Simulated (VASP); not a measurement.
# Al3Au (I4/mmm) in VASP: further runs, part 3 of 3

VASP 6.6.1. The steps go on from the part before.

### 6 Single point, revPBE

Input file INCAR:

```
PREC = Accurate
ENCUT = 520
EDIFF = 1E-7
ISMEAR = -1
SIGMA = 0.05
LREAL = F
LASPH = T
NELM = 60
ALGO = Normal
ISIF = 2
LWAVE = F
LCHARG = T
GGA = RE
LELF = T
LVHAR = T
NBANDS = 18
```

Input file KPOINTS:

```
Automatic mesh
0
Gamma
  5 5 5
```

Input file POSCAR:

```
Al3Au
1.0
   -2.0253330000      2.0253330000      4.0566000000
    2.0253330000     -2.0253330000      4.0566000000
    2.0253330000      2.0253330000     -4.0566000000
Au Al
1 3
Direct
    0.0000000000      0.0000000000      0.0000000000
    0.5000000000      0.5000000000      0.0000000000
    0.2500000000      0.7500000000      0.5000000000
    0.7500000000      0.2500000000      0.5000000000
```

Potentials or basis: VASP PAW PBE potentials, release 64 (Au, Al).

Started as:

```bash
cat potpaw_PBE.64/Au/POTCAR potpaw_PBE.64/Al/POTCAR > POTCAR
mpirun -np 1 vasp_std > vasp.out
```

OUTCAR:

```text
PREC = Accurate
   ENCUT = 520
   EDIFF = 1E-7
   ISMEAR = -1
   LREAL = F
   LASPH = T
   NELM = 60
   ISIF = 2
   GGA = RE

 ion  position               nearest neighbor table
   1  0.000  0.000  0.000-   2 2.86   2 2.86   2 2.86   2 2.86   4 2.87   3 2.87   4 2.87   3 2.87
                             4 2.87   4 2.87   3 2.87   3 2.87
   2  0.500  0.500  0.000-   1 2.86   1 2.86   1 2.86   1 2.86   4 2.87   3 2.87   4 2.87   4 2.87
                             3 2.87   3 2.87   4 2.87   3 2.87
   3  0.250  0.750  0.500-   4 2.86   4 2.86   4 2.86   4 2.86   2 2.87   1 2.87   2 2.87   2 2.87
                             1 2.87   1 2.87   2 2.87   1 2.87
   4  0.750  0.250  0.500-   3 2.86   3 2.86   3 2.86   3 2.86   2 2.87   1 2.87   2 2.87   1 2.87
                             2 2.87   2 2.87   1 2.87   1 2.87

  LATTYP: Found a body centered tetragonal cell.
 ALAT       =     4.0506660000
 C/A-ratio  =     2.0029298886

  Lattice vectors:

 A1 = (  -2.0253330000,   2.0253330000,   4.0566000000)
 A2 = (   2.0253330000,  -2.0253330000,   4.0566000000)
 A3 = (   2.0253330000,   2.0253330000,  -4.0566000000)

Analysis of symmetry for initial positions (statically):
=====================================================================
 Subroutine PRICEL returns:
 Original cell was already a primitive cell.

 Routine SETGRP: Setting up the symmetry group for a
 body centered tetragonal supercell.

 Subroutine GETGRP returns: Found 16 space group operations
 (whereof 16 operations were pure point group operations)
 out of a pool of 16 trial point group operations.

The static configuration has the point symmetry D_4h.

Analysis of symmetry for dynamics (positions and initial velocities):
=====================================================================
 Subroutine PRICEL returns:
 Original cell was already a primitive cell.

 Routine SETGRP: Setting up the symmetry group for a
 body centered tetragonal supercell.

 Subroutine GETGRP returns: Found 16 space group operations
 (whereof 16 operations were pure point group operations)
 out of a pool of 16 trial point group operations.

The dynamic configuration has the point symmetry D_4h.

 Subroutine INISYM returns: Found 16 space group operations
 (whereof 16 operations are pure point group operations),
 and found     1 'primitive' translations

----------------------------------------------------------------------------------------

                                     Primitive cell

  volume of cell :      66.5603

  direct lattice vectors                    reciprocal lattice vectors
    -2.025333000  2.025333000  4.056600000     0.000000000  0.246872983  0.123255929
     2.025333000 -2.025333000  4.056600000     0.246872983  0.000000000  0.123255929
     2.025333000  2.025333000 -4.056600000     0.246872983  0.246872983  0.000000000

  length of vectors
     4.965878682  4.965878682  4.965878682     0.275931683  0.275931683  0.349131121

  position of ions in fractional coordinates (direct lattice)
     0.000000000  0.000000000  0.000000000
     0.500000000  0.500000000  0.000000000
     0.250000000  0.750000000  0.500000000
     0.750000000  0.250000000  0.500000000

  ion indices of the primitive-cell ions
   primitive index   ion index
                 1           1
[... 28 lines left out ...]
 Found     18 irreducible k-points:

 Following reciprocal coordinates:
            Coordinates               Weight
  0.000000  0.000000  0.000000      1.000000
  0.200000  0.000000 -0.000000      8.000000
  0.400000 -0.000000  0.000000      8.000000
  0.200000  0.200000 -0.000000      8.000000
  0.400000  0.200000 -0.000000     16.000000
 -0.400000  0.200000  0.000000     16.000000
[... 10 lines left out ...]
 -0.400000  0.400000  0.400000      4.000000
 -0.400000 -0.400000  0.400000      2.000000
   k-points           NKPTS =     18   k-points in BZ     NKDIM =     18   number of bands    NBANDS=     18
   number of dos      NEDOS =    301   number of ions     NIONS =      4
   total plane-waves  NPLWV =  64000
   dimension x,y,z NGX =    40 NGY =   40 NGZ =   40
   dimension x,y,z NGXF=    80 NGYF=   80 NGZF=   80
   ions per type =               1   3
   NGX,Y,Z   is equivalent  to a cutoff of  13.39, 13.39, 13.39 a.u.
   NGXF,Y,Z  is equivalent  to a cutoff of  26.78, 26.78, 26.78 a.u.
 SYSTEM =  unknown system
   PREC   = accura    normal or accurate (medium, high low for compatibility)
   ISTART =      0    job   : 0-new  1-cont  2-samecut
   ICHARG =      2    charge: 1-file 2-atom 10-const
   ISPIN  =      1    spin polarized calculation?
   LNONCOLLINEAR =      F non collinear calculations
   LSORBIT =      F    spin-orbit coupling
   LASPH  =      T    aspherical Exc in radial PAW
   ENCUT  =  520.0 eV  38.22 Ry    6.18 a.u.   9.23  9.23  9.23*2*pi/ulx,y,z
   NELM   =     60;   NELMIN=  2; NELMDL= -5     # of ELM steps
   EDIFF  = 0.1E-06   stopping-criterion for ELM
   LREAL  =      F    real-space projection
   EDIFFG = 0.1E-05   stopping-criterion for IOM
   NSW    =      0    number of steps for IOM
   IBRION =     -1    ionic relax: 0-MD 1-quasi-New 2-CG
   NFREE  =      0    steps in history (QN), initial steepest desc. (CG)
   ISIF   =      2    stress and relaxation
   ISYM   =      2    0-nonsym 1-usesym 2-fastsym
   POTIM  = 0.5000    time-step for ionic-motion
   TEBEG  =    0.0;   TEEND  =   0.0 temperature during run
   PSTRESS=    0.0 pullay stress
   NELECT =      20.0000    total number of electrons
   NUPDOWN=      -1.0000    fix difference up-down
   EMIN   =  10.00;   EMAX   =-10.00  energy-range for DOS
   EFERMI =   0.00;   METHOD = LEGACY
   ISMEAR =    -1;   SIGMA  =   0.05  broadening in eV -4-tet -1-fermi 0-gaus
   EFERMI_NEDOS =   21; number of points for ismear=-14 and -15
   IALGO  =     38    algorithm
   IMIX   =      4    mixing-type and parameters
     AMIX     =   0.40;   BMIX     =  1.00
     AMIX_MAG =   1.60;   BMIX_MAG =  1.00
  volume/ion in A,a.u.               =      16.64       112.29
  Fermi-wavevector in a.u.,A,eV,Ry     =   1.096511  2.072106 16.358791  1.202337
  Thomas-Fermi vector in A             =   2.232855
   LORBIT       =      0    0 simple, 1 ext, 2 COOP (PROOUT), +10 PAW based schemes
   GGA     = RE    functional components
   LHFCALC =     F    Hartree Fock is set to
   AEXX    =    0.0000 exact exchange contribution
   IVDW    =     0    specifies the selected vdW correction
   LEPSILON=     F    determine dielectric tensor
   LRPA    =     F    only Hartree local field effects (RPA)
 non-spin polarized calculation
  energy-cutoff  :      520.00
  volume of cell :       66.56
 maximum number of plane-waves:      1816
 NGX is ok and might be reduce to    40
   NGX = 19   NGY = 19   NGZ = 19

 number of electron      19.9999999 magnetization

 Free energy of the ion-electron system (eV)
  ---------------------------------------------------
  ext. energy  EPLUGINS =         0.00000000
  ---------------------------------------------------
  free energy    TOTEN  =       -13.83240711 eV

  energy without entropy =      -13.82064815  energy(sigma->0) =      -13.82652763

 E-fermi :   8.7940     XC(G=0): -10.7958

 val. band max:        8.7030637281   @ k =  -0.2000  -0.2000   0.2000
 cond. band min:       8.8056318757   @ k =   0.2000   0.0000  -0.0000
 fundamental gap:      0.1025681476
 Fermi energy:         8.7939545099

 k-point     1 :       0.0000    0.0000    0.0000
  band No.  band energies     occupation
      1      -2.3523      2.00000
      2       2.8228      2.00000
      3       2.8902      2.00000
      4       3.0920      2.00000
      5       3.0920      2.00000
      6       3.5942      2.00000
[... 355 lines left out ...]
      5       3.4846      2.00000
      6       3.6427      2.00000
[... 10 lines left out ...]
     17      16.2198      0.00000
     18      16.2198      0.00000

------------------------ aborting loop because EDIFF is reached ----------------------------------------

  FORCE on cell =-STRESS in cart. coord.  units (eV):
  Direction    XX          YY          ZZ          XY          YZ          ZX
  --------------------------------------------------------------------------------------
  -------------------------------------------------------------------------------------
  Total        0.7370606      0.7370606      0.5404188      0.0000000     -0.0000000      0.0000000
  in kB       17.7418430     17.7418430     13.0084634      0.0000000     -0.0000000      0.0000000
  external PRESSURE =      16.1640498 kB  Pullay stress =       0.0000000 kB

 VOLUME and BASIS-vectors are now :
 -----------------------------------------------------------------------------
  energy-cutoff  :      520.00
  volume of cell :       66.56
      direct lattice vectors                 reciprocal lattice vectors
    -2.025333000  2.025333000  4.056600000     0.000000000  0.246872983  0.123255929
     2.025333000 -2.025333000  4.056600000     0.246872983  0.000000000  0.123255929
     2.025333000  2.025333000 -4.056600000     0.246872983  0.246872983  0.000000000

 POSITION                                       TOTAL-FORCE (eV/Angst)
 -----------------------------------------------------------------------------------
      0.00000      0.00000      0.00000         0.000000     -0.000000     -0.000000
      0.00000      0.00000      4.05660         0.000000     -0.000000     -0.000000
      2.02533      0.00000      2.02830        -0.000000      0.000000     -0.000000
      0.00000      2.02533      2.02830         0.000000     -0.000000      0.000000
 -----------------------------------------------------------------------------------
    total drift:                               -0.000000     -0.000000      0.000000

  FREE ENERGIE OF THE ION-ELECTRON SYSTEM (eV)
  ---------------------------------------------------
  free  energy   TOTEN  =       -13.8324071078 eV

  energy  without entropy=      -13.8206481489  energy(sigma->0) =      -13.82652763
```

OSZICAR:

```text
N       E                     dE             d eps       ncg     rms          rms(c)
DAV:   1     0.581760247747E+02    0.58176E+02   -0.82779E+03   656   0.950E+02
DAV:   2    -0.131661614971E+02   -0.71342E+02   -0.67042E+02   754   0.162E+02
DAV:   3    -0.151328201195E+02   -0.19667E+01   -0.19494E+01   830   0.247E+01
DAV:   4    -0.151453689524E+02   -0.12549E-01   -0.12545E-01   724   0.235E+00
DAV:   5    -0.151455255943E+02   -0.15664E-03   -0.15664E-03   828   0.276E-01    0.944E+00
DAV:   6    -0.140046568773E+02    0.11409E+01   -0.67399E+00   682   0.246E+01    0.851E+00
DAV:   7    -0.138649572853E+02    0.13970E+00   -0.48663E-01   678   0.738E+00    0.382E+00
DAV:   8    -0.138380282487E+02    0.26929E-01   -0.71140E-02   700   0.198E+00    0.560E-01
DAV:   9    -0.138323897373E+02    0.56385E-02   -0.16157E-02   742   0.134E+00    0.118E-01
DAV:  10    -0.138324066234E+02   -0.16886E-04   -0.56662E-04   712   0.181E-01    0.525E-02
DAV:  11    -0.138324083493E+02   -0.17259E-05   -0.10370E-05   828   0.232E-02    0.202E-02
DAV:  12    -0.138324074083E+02    0.94105E-06   -0.17146E-06   732   0.105E-02    0.503E-03
DAV:  13    -0.138324072491E+02    0.15923E-06   -0.29893E-07   694   0.580E-03    0.237E-03
DAV:  14    -0.138324071251E+02    0.12392E-06   -0.80237E-08   374   0.253E-03    0.541E-04
DAV:  15    -0.138324071078E+02    0.17314E-07   -0.77405E-09   366   0.636E-04
   1 F= -.13832407E+02 E0= -.13826528E+02  d E =-.117590E-01
```

stdout:

```text
POSCAR found type information on POSCAR AuAl
 POSCAR found :  2 types and       4 ions
 scaLAPACK will be used
 -----------------------------------------------------------------------------
|                                                                             |
|                                                                             |
|     You enforced a specific xc type in the INCAR file but a different       |
|     I HOPE YOU KNOW WHAT YOU ARE DOING!                                     |
|                                                                             |
 -----------------------------------------------------------------------------

 LDA part: xc-table for (Slater+PW92), standard interpolation
 POSCAR, INCAR and KPOINTS ok, starting setup
 FFT: planning ... GRIDC
 FFT: planning ... GRID_SOFT
 FFT: planning ... GRID
 WAVECAR not read
 entering main loop
```

It took 15 s on 1 thread of Intel Xeon 6975P-C (Granite Rapids), shared host; peak memory 0.24 GiB.

What came out:

| Property | Result |
| --- | --- |
| Free energy | -13.8324 eV |
| Pressure | 1.6 GPa |
| Band gap on the k mesh | zero (band 10 reaches 10.66 eV, above the bottom of band 11 at 7.37 eV) |

Stress tensor (GPa, compression positive):
```
1.77 0.00 0.00
0.00 1.77 0.00
0.00 0.00 1.30
```

Levels at points of the mesh, in eV from the Fermi level:
```
           k point  band 7  band 8  band 9  band 10  band 11  band 12
(0.00, 0.00, 0.00)   -2.56    0.11    0.11     0.46     0.85     0.88
```

Caveat: the k points lie up to 0.44 Å⁻¹ apart; the PAW data sets were made with another functional, which shifts forces and pressure a little; spin-orbit coupling is left out, which moves the levels of the heavy elements.

### 7 The runs side by side

```tsv
level	potentials or basis	gap on the mesh (eV)	pressure (GPa)
LDA	VASP PAW LDA potentials, release 64 (Au, Al)	none	-4.9
PBE	VASP PAW PBE potentials, release 64 (Au, Al)	none	0.2
PBEsol	VASP PAW PBE potentials, release 64 (Au, Al)	none	-2.7
RPBE	VASP PAW PBE potentials, release 64 (Au, Al)	none	2.1
revPBE	VASP PAW PBE potentials, release 64 (Au, Al)	none	1.6
```

Alike in all rows: task single point; no spin polarisation; cell as given; k mesh 5 × 5 × 5; cutoff (eV) 520; smearing fermi-dirac 0.05 eV.

Caveats: all runs use coarse meshes; spin-orbit coupling is left out, which moves the levels of the heavy elements; the PAW data sets were made with another functional, which shifts forces and pressure a little (some runs).

Absolute energies hang on the potentials; compare differences alone.
